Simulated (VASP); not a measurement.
# TiO (P-6m2) in VASP: single point with r2SCAN

Aim: the single point of TiO with r2SCAN.

Program: VASP 6.6.1. These are calculated values, not measurements. Logs are shortened: lines on timing, memory, paths and dates and some standing lists are left out, and cuts for length are marked.

**1. The cell of the first run**

It takes space group P-6m2 (No. 187, hexagonal). The conventional cell has a = 3.031 Å, b = 3.031 Å, c = 3.238 Å, α = 90.00°, β = 90.00°, γ = 120.00°. Within 3.1 Å of Ti (site symmetry -6m2) lie 6 O at 2.38 Å and 6 Ti at 3.03 Å. O (site symmetry -6m2) has 6 Ti at 2.38 Å and 6 O at 3.03 Å within 3.1 Å.

**2. Single point, r2SCAN**

Contents of POSCAR:

```
TiO
1.0
    3.0309987015      0.0000000000      0.0000000000
   -1.5154993507      2.6249218743      0.0000000000
    0.0000000000      0.0000000000      3.2377000000
Ti O
1 1
Direct
    0.6666666667      0.3333333333      0.0000000000
    0.0000000000      0.0000000000      0.5000000000
```

Contents of INCAR.step1:

```
PREC     = Accurate       # precision mode
ENCUT    = 520            # plane-wave cutoff, eV
ISMEAR   = 0              # smearing method
SIGMA    = 0.03           # smearing width, eV
LREAL    = False          # projectors in reciprocal space
LASPH    = True           # aspherical terms in the spheres
NELM     = 80             # most SCF steps
NBANDS   = 16             # bands
GGA      = PE             # functional
ALGO     = Normal         # electronic algorithm
EDIFF    = 1E-4           # SCF threshold, eV
LWAVE    = True           # write WAVECAR
LCHARG   = False          # write CHGCAR
```

Contents of INCAR.step2:

```
PREC     = Accurate       # precision mode
ENCUT    = 520            # plane-wave cutoff, eV
EDIFF    = 1E-6           # SCF threshold, eV
ISMEAR   = 0              # smearing method
SIGMA    = 0.03           # smearing width, eV
LREAL    = False          # projectors in reciprocal space
LASPH    = True           # aspherical terms in the spheres
NELM     = 80             # most SCF steps
ALGO     = Normal         # electronic algorithm
ISIF     = 2              # what is computed and relaxed
LWAVE    = False          # write WAVECAR
LCHARG   = False          # write CHGCAR
METAGGA  = R2SCAN         # meta-GGA
LMIXTAU  = True         
NBANDS   = 16             # bands
ISTART   = 1
```

Contents of KPOINTS:

```
regular mesh
0
Gamma
  12 12 12
```

Potentials or basis: VASP PAW PBE potentials, release 64 (Ti_sv, O).

The run is started by

```console
> cat potpaw_PBE.64/Ti_sv/POTCAR potpaw_PBE.64/O/POTCAR > POTCAR
> cp INCAR.step1 INCAR
> mpirun -np 1 vasp_std > vasp.out
> cp INCAR.step2 INCAR
> mpirun -np 1 vasp_std > vasp.out
```

OUTCAR:

```text
PREC = Accurate
   ENCUT = 520
   EDIFF = 1E-6
   ISMEAR = 0
   LREAL = False
   LASPH = True
   NELM = 80
   ISIF = 2
   METAGGA = R2SCAN
   ISTART = 1

 ion  position               nearest neighbor table
   1  0.667  0.333  0.000-   2 2.38   2 2.38   2 2.38   2 2.38   2 2.38   2 2.38
   2  0.000  0.000  0.500-   1 2.38   1 2.38   1 2.38   1 2.38   1 2.38   1 2.38

  LATTYP: Found a hexagonal cell.
 ALAT       =     3.0309987015
 C/A-ratio  =     1.0681957727

  Lattice vectors:

 A1 = (   3.0309987015,   0.0000000000,   0.0000000000)
 A2 = (  -1.5154993507,   2.6249218743,   0.0000000000)
 A3 = (   0.0000000000,   0.0000000000,   3.2377000000)

Analysis of symmetry for initial positions (statically):
=====================================================================
 Subroutine PRICEL returns:
 Original cell was already a primitive cell.

 Routine SETGRP: Setting up the symmetry group for a
 hexagonal supercell.

 Subroutine GETGRP returns: Found 12 space group operations
 (whereof 12 operations were pure point group operations)
 out of a pool of 24 trial point group operations.

The static configuration has the point symmetry D_3h.

Analysis of symmetry for dynamics (positions and initial velocities):
=====================================================================
 Subroutine PRICEL returns:
 Original cell was already a primitive cell.

 Routine SETGRP: Setting up the symmetry group for a
 hexagonal supercell.

 Subroutine GETGRP returns: Found 12 space group operations
 (whereof 12 operations were pure point group operations)
 out of a pool of 24 trial point group operations.

The dynamic configuration has the point symmetry D_3h.

 Subroutine INISYM returns: Found 12 space group operations
 (whereof 12 operations are pure point group operations),
 and found     1 'primitive' translations

----------------------------------------------------------------------------------------

                                     Primitive cell

  volume of cell :      25.7596

  direct lattice vectors                    reciprocal lattice vectors
     3.030998702  0.000000000  0.000000000     0.329924259  0.190481860  0.000000000
    -1.515499351  2.624921874  0.000000000     0.000000000  0.380963719  0.000000000
     0.000000000  0.000000000  3.237700000     0.000000000  0.000000000  0.308861229

  length of vectors
     3.030998702  3.030998701  3.237700000     0.380963719  0.380963719  0.308861229

  position of ions in fractional coordinates (direct lattice)
     0.666666667  0.333333333  0.000000000
     0.000000000  0.000000000  0.500000000

  ion indices of the primitive-cell ions
   primitive index   ion index
                 1           1
                 2           2

----------------------------------------------------------------------------------------

 KPOINTS: regular mesh

Automatic generation of k-mesh.
 Grid dimensions read from file:
 generate k-points for:   12   12   12

 Generating k-lattice:

  Cartesian coordinates                     Fractional coordinates (reciprocal lattice)
     0.027493688  0.015873488  0.000000000     0.083333333  0.000000000  0.000000000
     0.000000000  0.031746977  0.000000000     0.000000000  0.083333333  0.000000000
     0.000000000  0.000000000  0.025738436     0.000000000  0.000000000  0.083333333

  Length of vectors
     0.031746977  0.031746977  0.025738436

  Shift w.r.t. Gamma in fractional coordinates (k-lattice)
     0.000000000  0.000000000  0.000000000

 Subroutine IBZKPT returns following result:
 ===========================================

 Found    133 irreducible k-points:

 Following reciprocal coordinates:
            Coordinates               Weight
  0.000000  0.000000  0.000000      1.000000
  0.083333 -0.000000  0.000000      6.000000
  0.166667 -0.000000  0.000000      6.000000
  0.250000 -0.000000  0.000000      6.000000
  0.333333  0.000000  0.000000      6.000000
  0.416667 -0.000000  0.000000      6.000000
[... 16 lines left out ...]
  0.250000 -0.000000  0.083333     12.000000
  0.333333  0.000000  0.083333     12.000000
 [... further k-points ...]
   k-points           NKPTS =    133   k-points in BZ     NKDIM =    133   number of bands    NBANDS=     16
   number of dos      NEDOS =    301   number of ions     NIONS =      2
   total plane-waves  NPLWV =  13824
   dimension x,y,z NGX =    24 NGY =   24 NGZ =   24
   dimension x,y,z NGXF=    48 NGYF=   48 NGZF=   48
   ions per type =               1   1
   NGX,Y,Z   is equivalent  to a cutoff of  13.16, 13.16, 12.32 a.u.
   NGXF,Y,Z  is equivalent  to a cutoff of  26.33, 26.33, 24.65 a.u.
 SYSTEM =  unknown system
   PREC   = accura    normal or accurate (medium, high low for compatibility)
   ISTART =      1    job   : 0-new  1-cont  2-samecut
   ICHARG =      0    charge: 1-file 2-atom 10-const
   ISPIN  =      1    spin polarized calculation?
   LNONCOLLINEAR =      F non collinear calculations
   LSORBIT =      F    spin-orbit coupling
   LASPH  =      T    aspherical Exc in radial PAW
   ENCUT  =  520.0 eV  38.22 Ry    6.18 a.u.   5.64  5.64  6.02*2*pi/ulx,y,z
   NELM   =     80;   NELMIN=  2; NELMDL=  0     # of ELM steps
   EDIFF  = 0.1E-05   stopping-criterion for ELM
   LREAL  =      F    real-space projection
   EDIFFG = 0.1E-04   stopping-criterion for IOM
   NSW    =      0    number of steps for IOM
   IBRION =     -1    ionic relax: 0-MD 1-quasi-New 2-CG
   NFREE  =      0    steps in history (QN), initial steepest desc. (CG)
   ISIF   =      2    stress and relaxation
   ISYM   =      2    0-nonsym 1-usesym 2-fastsym
   POTIM  = 0.5000    time-step for ionic-motion
   TEBEG  =    0.0;   TEEND  =   0.0 temperature during run
   PSTRESS=    0.0 pullay stress
   NELECT =      18.0000    total number of electrons
   NUPDOWN=      -1.0000    fix difference up-down
   EMIN   =  10.00;   EMAX   =-10.00  energy-range for DOS
   EFERMI =   0.00;   METHOD = LEGACY
   ISMEAR =     0;   SIGMA  =   0.03  broadening in eV -4-tet -1-fermi 0-gaus
   EFERMI_NEDOS =   21; number of points for ismear=-14 and -15
   IALGO  =     38    algorithm
   IMIX   =      4    mixing-type and parameters
     AMIX     =   0.40;   BMIX     =  1.00
     AMIX_MAG =   1.60;   BMIX_MAG =  1.00
  volume/ion in A,a.u.               =      12.88        86.92
  Fermi-wavevector in a.u.,A,eV,Ry     =   1.452734  2.745269 28.714224  2.110436
  Thomas-Fermi vector in A             =   2.570082
   LORBIT       =      0    0 simple, 1 ext, 2 COOP (PROOUT), +10 PAW based schemes
   METAGGA = R2SCAN    functional components
   LHFCALC =     F    Hartree Fock is set to
   AEXX    =    0.0000 exact exchange contribution
   IVDW    =     0    specifies the selected vdW correction
   LEPSILON=     F    determine dielectric tensor
   LRPA    =     F    only Hartree local field effects (RPA)
 non-spin polarized calculation
 Gauss-broadening in eV      SIGMA  =   0.03
  energy-cutoff  :      520.00
  volume of cell :       25.76
 maximum number of plane-waves:       721
 NGX is ok and might be reduce to    24
   NGX = 11   NGY = 11   NGZ = 13

 number of electron      18.0000004 magnetization

 Free energy of the ion-electron system (eV)
  ---------------------------------------------------
  ext. energy  EPLUGINS =         0.00000000
  ---------------------------------------------------
  free energy    TOTEN  =       -23.29214621 eV

  energy without entropy =      -23.29214620  energy(sigma->0) =      -23.29214620

 E-fermi :   7.5978     XC(G=0): -11.9796

 val. band max:        7.5148186435   @ k =   0.0000   0.0000   0.5000
 cond. band min:       7.6841996926   @ k =   0.0000   0.0000   0.5000
 fundamental gap:      0.1693810492
 Fermi energy:         7.5977775915

 k-point     1 :       0.0000    0.0000    0.0000
  band No.  band energies     occupation
      1     -52.8742      2.00000
      2     -28.0959      2.00000
      3     -27.8151      2.00000
      4     -27.8151      2.00000
      5     -13.2889      2.00000
      6       2.8639      2.00000
[... 8 lines left out ...]
     15      20.6370      0.00000
     16      22.6593      0.00000

 k-point     2 :       0.0833   -0.0000    0.0000
  band No.  band energies     occupation
      1     -52.8709      2.00000
      2     -28.0926      2.00000
      3     -27.8400      2.00000
      4     -27.8206      2.00000
      5     -13.2420      2.00000
      6       2.8219      2.00000
[... 8 lines left out ...]
     15      20.6469      0.00000
     16      22.5727      0.00000

 k-point     3 :       0.1667   -0.0000    0.0000
  band No.  band energies     occupation
      1     -52.8617      2.00000
      2     -28.0838      2.00000
      3     -27.9077      2.00000
      4     -27.8356      2.00000
      5     -13.1135      2.00000
      6       2.5143      2.00000
[... 8 lines left out ...]
     15      20.5802      0.00000
     16      22.1531      0.00000

 k-point     4 :       0.2500   -0.0000    0.0000
  band No.  band energies     occupation
      1     -52.8493      2.00000
      2     -28.0717      2.00000
      3     -27.9990      2.00000
      4     -27.8561      2.00000
      5     -12.9345      2.00000
      6       1.7639      2.00000
[... 8 lines left out ...]
     15      19.9270      0.00000
     16      21.4835      0.00000
[... 324 lines left out ...]
 k-point    22 :       0.1667   -0.0000    0.0833
  band No.  band energies     occupation
      1     -52.8610      2.00000
      2     -28.0939      2.00000
      3     -27.9065      2.00000
      4     -27.8349      2.00000
      5     -13.0895      2.00000
      6       2.3636      2.00000
[... 8 lines left out ...]
     15      20.3422      0.00000
     16      21.6552      0.00000

 k-point    23 :       0.2500   -0.0000    0.0833
  band No.  band energies     occupation
      1     -52.8485      2.00000
      2     -28.0813      2.00000
      3     -27.9974      2.00000
      4     -27.8553      2.00000
      5     -12.9177      2.00000
      6       1.7740      2.00000
[... 8 lines left out ...]
     15      19.9688      0.00000
     16      20.7865      0.00000

 k-point    24 :       0.3333    0.0000    0.0833
  band No.  band energies     occupation
      1     -52.8360      2.00000
      2     -28.0880      2.00000
      3     -28.0677      2.00000
      4     -27.8757      2.00000
      5     -12.7416      2.00000
      6       1.1579      2.00000
[... 8 lines left out ...]
     15      18.6007      0.00000
     16      20.9273      0.00000

 [... further k-points ...]
[... 5 lines left out ...]
  --------------------------------------------------------------------------------------
  -------------------------------------------------------------------------------------
  Total       -5.1713932     -5.1713932     -8.5597753     -0.0000000      0.0000000      0.0000000
  in kB     -321.6469278   -321.6469278   -532.3952939     -0.0000000      0.0000000      0.0000000
  external PRESSURE =    -391.8963832 kB  Pullay stress =       0.0000000 kB

 VOLUME and BASIS-vectors are now :
 -----------------------------------------------------------------------------
  energy-cutoff  :      520.00
  volume of cell :       25.76
      direct lattice vectors                 reciprocal lattice vectors
     3.030998702  0.000000000  0.000000000     0.329924259  0.190481860  0.000000000
    -1.515499351  2.624921874  0.000000000     0.000000000  0.380963719  0.000000000
     0.000000000  0.000000000  3.237700000     0.000000000  0.000000000  0.308861229

 POSITION                                       TOTAL-FORCE (eV/Angst)
 -----------------------------------------------------------------------------------
      1.51550      0.87497      0.00000        -0.000000      0.000000      0.000000
      0.00000      0.00000      1.61885         0.000000     -0.000000      0.000000
 -----------------------------------------------------------------------------------
    total drift:                               -0.000001      0.000000      0.000000

  FREE ENERGIE OF THE ION-ELECTRON SYSTEM (eV)
  ---------------------------------------------------
  free  energy   TOTEN  =       -23.2921462087 eV

  energy  without entropy=      -23.2921461992  energy(sigma->0) =      -23.29214620
```

Run time: 2.1 min. Hardware: 1 thread of Intel Xeon 6975P-C (Granite Rapids), shared host; peak memory 0.18 GiB.

What came out:

```
Free energy            : -23.2921 eV
Pressure               : -39.2 GPa
Band gap on the k mesh : 0.17 eV, direct
```

Stress tensor (GPa, compression positive):
```
-32.16   0.00   0.00
  0.00 -32.16   0.00
  0.00   0.00 -53.24
```

Levels at points of the mesh, in eV from the valence-band top:
```csv
k point,band 5,band 6,band 7,band 8,band 9,band 10,band 11,band 12,band 13,band 14
"(0.00, 0.00, 0.00)",-20.80,-4.65,-4.01,-4.01,-2.42,0.97,1.09,1.09,1.76,1.76
"(0.50, 0.00, 0.00)",-20.08,-6.95,-5.19,-4.04,-1.64,1.42,1.58,2.14,2.28,4.80
"(0.00, 0.00, 0.50)",-20.32,-7.55,-3.77,-3.77,0.00,0.17,0.17,1.86,1.86,5.98
"(0.50, 0.00, 0.50)",-20.05,-6.24,-6.17,-4.72,-0.88,1.27,1.89,2.25,2.68,6.46
```

Caveat: the PAW data sets were made with another functional, which shifts forces and pressure a little. A k mesh can miss the band edges.
